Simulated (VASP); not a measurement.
# In (P6/mmm) in VASP: notebook

The runs below take In through single point, with PBE.

All numbers are computed with VASP 6.6.1; they aren't measurements. Logs are shortened: lines on timing, memory, paths and dates and some standing lists are left out, and cuts for length are marked.

**1. The cell of the first run**

The structure is hexagonal, space group P6/mmm (No. 191). Conventional cell: a = 2.396 Å, b = 2.396 Å, c = 2.296 Å, α = 90.00°, β = 90.00°, γ = 120.00°. Within 3.0 Å of In (site symmetry 6/mmm) lie 8 In at 2.30 to 2.40 Å.

**2. Single point, PBE**

INCAR

```
  PREC = Accurate
  ENCUT = 520
  EDIFF = 1E-7
  ISMEAR = -1
  SIGMA = 0.1
  LREAL = False
  LASPH = True
  NELM = 100
  ALGO = Normal
  ISIF = 2
  LWAVE = False
  LCHARG = False
  GGA = PE
  NBANDS = 12
```

KPOINTS

```
regular mesh
0
Gamma
  15 15 14
```

POSCAR

```
In
1.0
    2.3956314922      0.0000000000      0.0000000000
   -1.1978157461      2.0746777303      0.0000000000
    0.0000000000      0.0000000000      2.2958865758
In
1
Direct
    0.0000000000      0.0000000000      0.0000000000
```

Potentials or basis: VASP PAW PBE potentials, release 64 (In_d).

Command:

```console
cat potpaw_PBE.64/In_d/POTCAR > POTCAR
mpirun -np 1 vasp_std > vasp.out
```

OUTCAR:

```text
PREC = Accurate
   ENCUT = 520
   EDIFF = 1E-7
   ISMEAR = -1
   LREAL = False
   LASPH = True
   NELM = 100
   ISIF = 2
   GGA = PE

 ion  position               nearest neighbor table
   1  0.000  0.000  0.000-

  LATTYP: Found a hexagonal cell.
 ALAT       =     2.3956314922
 C/A-ratio  =     0.9583638315

  Lattice vectors:

 A1 = (   2.3956314922,   0.0000000000,   0.0000000000)
 A2 = (  -1.1978157461,   2.0746777303,   0.0000000000)
 A3 = (   0.0000000000,   0.0000000000,   2.2958865758)

Analysis of symmetry for initial positions (statically):
=====================================================================
 Subroutine PRICEL returns:
 Original cell was already a primitive cell.

 Routine SETGRP: Setting up the symmetry group for a
 hexagonal supercell.

 Subroutine GETGRP returns: Found 24 space group operations
 (whereof 24 operations were pure point group operations)
 out of a pool of 24 trial point group operations.

The static configuration has the point symmetry D_6h.

Analysis of symmetry for dynamics (positions and initial velocities):
=====================================================================
 Subroutine PRICEL returns:
 Original cell was already a primitive cell.

 Routine SETGRP: Setting up the symmetry group for a
 hexagonal supercell.

 Subroutine GETGRP returns: Found 24 space group operations
 (whereof 24 operations were pure point group operations)
 out of a pool of 24 trial point group operations.

The dynamic configuration has the point symmetry D_6h.

 Subroutine INISYM returns: Found 24 space group operations
 (whereof 24 operations are pure point group operations),
 and found     1 'primitive' translations

----------------------------------------------------------------------------------------

                                     Primitive cell

  volume of cell :      11.4109

  direct lattice vectors                    reciprocal lattice vectors
     2.395631492  0.000000000  0.000000000     0.417426471  0.241001285  0.000000000
    -1.197815746  2.074677730  0.000000000     0.000000000  0.482002571  0.000000000
     0.000000000  0.000000000  2.295886576     0.000000000  0.000000000  0.435561587

  length of vectors
     2.395631492  2.395631492  2.295886576     0.482002571  0.482002571  0.435561587

  position of ions in fractional coordinates (direct lattice)
     0.000000000  0.000000000  0.000000000

  ion indices of the primitive-cell ions
   primitive index   ion index
                 1           1

----------------------------------------------------------------------------------------

 KPOINTS: regular mesh

Automatic generation of k-mesh.
 Grid dimensions read from file:
 generate k-points for:   15   15   14

 Generating k-lattice:

  Cartesian coordinates                     Fractional coordinates (reciprocal lattice)
     0.027828431  0.016066752  0.000000000     0.066666667  0.000000000  0.000000000
     0.000000000  0.032133505  0.000000000     0.000000000  0.066666667  0.000000000
     0.000000000  0.000000000  0.031111542     0.000000000  0.000000000  0.071428571

  Length of vectors
     0.032133505  0.032133505  0.031111542

  Shift w.r.t. Gamma in fractional coordinates (k-lattice)
     0.000000000  0.000000000  0.000000000

 Subroutine IBZKPT returns following result:
 ===========================================

 Found    216 irreducible k-points:

 Following reciprocal coordinates:
            Coordinates               Weight
  0.000000  0.000000  0.000000      1.000000
  0.066667  0.000000  0.000000      6.000000
  0.133333 -0.000000  0.000000      6.000000
  0.200000  0.000000  0.000000      6.000000
  0.266667 -0.000000  0.000000      6.000000
  0.333333  0.000000  0.000000      6.000000
[... 16 lines left out ...]
  0.333333  0.200000  0.000000     12.000000
  0.400000  0.200000  0.000000      6.000000
 [... further k-points ...]
   k-points           NKPTS =    216   k-points in BZ     NKDIM =    216   number of bands    NBANDS=     12
   number of dos      NEDOS =    301   number of ions     NIONS =      1
   total plane-waves  NPLWV =   5832
   dimension x,y,z NGX =    18 NGY =   18 NGZ =   18
   dimension x,y,z NGXF=    36 NGYF=   36 NGZF=   36
   ions per type =               1
   NGX,Y,Z   is equivalent  to a cutoff of  12.49, 12.49, 13.03 a.u.
   NGXF,Y,Z  is equivalent  to a cutoff of  24.98, 24.98, 26.07 a.u.
 SYSTEM =  unknown system
   PREC   = accura    normal or accurate (medium, high low for compatibility)
   ISTART =      0    job   : 0-new  1-cont  2-samecut
   ICHARG =      2    charge: 1-file 2-atom 10-const
   ISPIN  =      1    spin polarized calculation?
   LNONCOLLINEAR =      F non collinear calculations
   LSORBIT =      F    spin-orbit coupling
   LASPH  =      T    aspherical Exc in radial PAW
   ENCUT  =  520.0 eV  38.22 Ry    6.18 a.u.   4.45  4.45  4.27*2*pi/ulx,y,z
   NELM   =    100;   NELMIN=  2; NELMDL= -5     # of ELM steps
   EDIFF  = 0.1E-06   stopping-criterion for ELM
   LREAL  =      F    real-space projection
   EDIFFG = 0.1E-05   stopping-criterion for IOM
   NSW    =      0    number of steps for IOM
   IBRION =     -1    ionic relax: 0-MD 1-quasi-New 2-CG
   NFREE  =      0    steps in history (QN), initial steepest desc. (CG)
   ISIF   =      2    stress and relaxation
   ISYM   =      2    0-nonsym 1-usesym 2-fastsym
   POTIM  = 0.5000    time-step for ionic-motion
   TEBEG  =    0.0;   TEEND  =   0.0 temperature during run
   PSTRESS=    0.0 pullay stress
   NELECT =      13.0000    total number of electrons
   NUPDOWN=      -1.0000    fix difference up-down
   EMIN   =  10.00;   EMAX   =-10.00  energy-range for DOS
   EFERMI =   0.00;   METHOD = LEGACY
   ISMEAR =    -1;   SIGMA  =   0.10  broadening in eV -4-tet -1-fermi 0-gaus
   EFERMI_NEDOS =   21; number of points for ismear=-14 and -15
   IALGO  =     38    algorithm
   IMIX   =      4    mixing-type and parameters
     AMIX     =   0.40;   BMIX     =  1.00
     AMIX_MAG =   1.60;   BMIX_MAG =  1.00
  volume/ion in A,a.u.               =      11.41        77.00
  Fermi-wavevector in a.u.,A,eV,Ry     =   1.709814  3.231080 39.776151  2.923465
  Thomas-Fermi vector in A             =   2.788228
   LORBIT       =      0    0 simple, 1 ext, 2 COOP (PROOUT), +10 PAW based schemes
   GGA     = PE    functional components
   LHFCALC =     F    Hartree Fock is set to
   AEXX    =    0.0000 exact exchange contribution
   IVDW    =     0    specifies the selected vdW correction
   LEPSILON=     F    determine dielectric tensor
   LRPA    =     F    only Hartree local field effects (RPA)
 non-spin polarized calculation
  energy-cutoff  :      520.00
  volume of cell :       11.41
 maximum number of plane-waves:       332
 NGX is ok and might be reduce to    18

 number of electron      12.9999995 magnetization

 Free energy of the ion-electron system (eV)
  ---------------------------------------------------
  ext. energy  EPLUGINS =         0.00000000
  ---------------------------------------------------
  free energy    TOTEN  =         4.37448509 eV

  energy without entropy =        4.38281093  energy(sigma->0) =        4.37864801

 E-fermi :  22.7007     XC(G=0): -14.8745

 val. band max:       22.6898658588   @ k =   0.3333   0.3333   0.3571
 cond. band min:      22.7195892047   @ k =   0.4000   0.0000   0.2857
 fundamental gap:      0.0297233458
 Fermi energy:        22.7007246169

 k-point     1 :       0.0000    0.0000    0.0000
  band No.  band energies     occupation
      1       2.0577      2.00000
      2       4.2698      2.00000
      3       4.2698      2.00000
      4       4.3386      2.00000
      5       6.8767      2.00000
      6       6.8767      2.00000
      7      32.7705      0.00000
      8      33.8276      0.00000
      9      40.0985      0.00000
     10      40.0985      0.00000
     11      40.8176      0.00000
     12      45.2524      0.00000

 k-point     2 :       0.0667    0.0000    0.0000
  band No.  band energies     occupation
      1       2.1210      2.00000
      2       4.1905      2.00000
      3       4.3764      2.00000
      4       4.5333      2.00000
      5       6.8034      2.00000
      6       6.8621      2.00000
      7      33.0552      0.00000
      8      33.8088      0.00000
      9      38.6867      0.00000
     10      39.2553      0.00000
     11      40.8120      0.00000
     12      46.0831      0.00000

 k-point     3 :       0.1333   -0.0000    0.0000
  band No.  band energies     occupation
      1       2.2795      2.00000
      2       3.9646      2.00000
      3       4.6845      2.00000
      4       5.1459      2.00000
      5       6.6008      2.00000
      6       6.8211      2.00000
      7      33.0884      0.00000
      8      33.8830      0.00000
      9      36.9725      0.00000
     10      37.5536      0.00000
     11      40.4424      0.00000
     12      47.5740      0.00000
[... 286 lines left out ...]
 k-point    23 :       0.3333    0.2000    0.0000
  band No.  band energies     occupation
      1       3.0820      2.00000
      2       3.6034      2.00000
      3       5.5705      2.00000
      4       5.6548      2.00000
      5       6.2354      2.00000
      6      14.6743      2.00000
      7      20.7351      2.00000
      8      25.0204      0.00000
      9      38.2254      0.00000
     10      43.0460      0.00000
     11      43.3846      0.00000
     12      45.9265      0.00000

 k-point    24 :       0.4000    0.2000    0.0000
  band No.  band energies     occupation
      1       3.0670      2.00000
      2       3.6368      2.00000
      3       5.5444      2.00000
      4       5.7352      2.00000
      5       6.2003      2.00000
      6      16.1966      2.00000
      7      18.9981      2.00000
      8      24.7840      0.00000
      9      38.2698      0.00000
     10      43.2717      0.00000
     11      43.8690      0.00000
     12      45.6086      0.00000

 [... further k-points ...]

------------------------ aborting loop because EDIFF is reached ----------------------------------------

  FORCE on cell =-STRESS in cart. coord.  units (eV):
  Direction    XX          YY          ZZ          XY          YZ          ZX
  --------------------------------------------------------------------------------------
  -------------------------------------------------------------------------------------
  Total       22.9709787     22.9709787     22.9431667      0.0000000      0.0000000      0.0000000
  in kB     3225.2916697   3225.2916695   3221.3866544      0.0000000      0.0000000      0.0000000
  external PRESSURE =    3223.9899979 kB  Pullay stress =       0.0000000 kB

 VOLUME and BASIS-vectors are now :
 -----------------------------------------------------------------------------
  energy-cutoff  :      520.00
  volume of cell :       11.41
      direct lattice vectors                 reciprocal lattice vectors
     2.395631492  0.000000000  0.000000000     0.417426471  0.241001285  0.000000000
    -1.197815746  2.074677730  0.000000000     0.000000000  0.482002571  0.000000000
     0.000000000  0.000000000  2.295886576     0.000000000  0.000000000  0.435561587

 POSITION                                       TOTAL-FORCE (eV/Angst)
 -----------------------------------------------------------------------------------
      0.00000      0.00000      0.00000         0.000000      0.000000      0.000000
 -----------------------------------------------------------------------------------
    total drift:                               -0.000000     -0.000000      0.000000

  FREE ENERGIE OF THE ION-ELECTRON SYSTEM (eV)
  ---------------------------------------------------
  free  energy   TOTEN  =         4.3744850900 eV

  energy  without entropy=        4.3828109340  energy(sigma->0) =        4.37864801
```

It took 17 s on 1 thread of Intel Xeon 6975P-C, shared host; peak memory 0.14 GiB.

Results:

- Free energy: 4.3745 eV
- Pressure: 322.4 GPa

Levels at points of the mesh, in eV from the Fermi level:
```tsv
k point	band 3	band 4	band 5	band 6	band 7	band 8	band 9	band 10	band 11	band 12
(0.00, 0.00, 0.00)	-18.43	-18.36	-15.82	-15.82	10.07	11.13	17.40	17.40	18.12	22.55
(0.00, 0.00, 0.50)	-18.14	-17.23	-17.23	-10.00	-6.57	14.60	18.21	18.92	18.92	24.19
```

Caveat: spin-orbit coupling is left out, which moves the levels of the heavy elements.

**3. Single point, PBE**

INCAR

```
SYSTEM = In
ALGO = Normal
EDIFF = 1E-6
ENCUT = 520
GGA = PE
ISIF = 2
ISMEAR = -1
LASPH = .True.
LCHARG = .False.
LREAL = .False.
LWAVE = .False.
NBANDS = 12
NELM = 80
PREC = Accurate
SIGMA = 0.1
```

KPOINTS

```
k-points
0
Gamma
  15 15 14
  0 0 0
```

POSCAR is that of step 2.

Potentials or basis: VASP PAW PBE potentials, release 64 (In_d).

Command:

```console
cat potpaw_PBE.64/In_d/POTCAR > POTCAR
mpirun -np 1 vasp_std > vasp.out
```

Wall time 15 s (1 thread of Intel Xeon 6975P-C, shared host); peak memory 0.14 GiB.

It converged, with:

- Free energy: 4.3745 eV
- Pressure: 322.4 GPa

Stress tensor (GPa, compression positive):
```
322.54   0.00   0.00
  0.00 322.54   0.00
  0.00   0.00 322.12
```

Levels at points of the mesh, in eV from the Fermi level:
| k point | band 5 | band 6 | band 7 | band 8 | band 9 | band 10 |
| --- | --- | --- | --- | --- | --- | --- |
| (0.00, 0.00, 0.00) | -15.82 | -15.82 | 10.07 | 11.13 | 17.40 | 17.40 |
| (0.00, 0.00, 0.50) | -17.23 | -10.00 | -6.57 | 14.60 | 18.21 | 18.92 |

Caveat: spin-orbit coupling is left out, which moves the levels of the heavy elements.
